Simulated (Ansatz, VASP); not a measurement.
# One calculation of TiB2, two programs

```
Ti B
1.0
     3.02506    0.00000    0.00000
    -1.51253    2.61978    0.00000
     0.00000    0.00000    3.22172
Ti B
1 2
Direct
  0.00000 0.00000 0.00000
  0.33333 0.66667 0.50000
  0.66667 0.33333 0.50000
```

Alike in both runs: functional r2SCAN; k mesh 14 × 14 × 11; occupations fermi-dirac, width 0.05 eV; no spin polarisation.

Ansatz relaxed the structure, and its values are those at the end. VASP's run is a single point on that final structure, the one shown.

|  | VASP | Ansatz |
| --- | --- | --- |
| version | VASP 6.6.1 | Ansatz 0.2.0 |
| potentials or method | VASP PAW PBE potentials, release 64 (Ti_sv, B) | PAW with Ansatz's default frozen-core files, scalar-relativistic |
| plane-wave cutoff (eV) | 520 | 500 |
| valence electrons in the cell | 18 | 18 |

|  | VASP | Ansatz | Ansatz less VASP |
| --- | --- | --- | --- |
| gap on the k mesh at the Fermi level (eV) | none | none | - |
| pressure (GPa) | 0.8 | 0.0 | -0.84 |

VASP's potentials were made for PBE, not for r2SCAN. A gap of «none» marks a metal or a gap that the smearing closes. With one functional, cell and mesh, what is left measures potentials, basis and numerics.
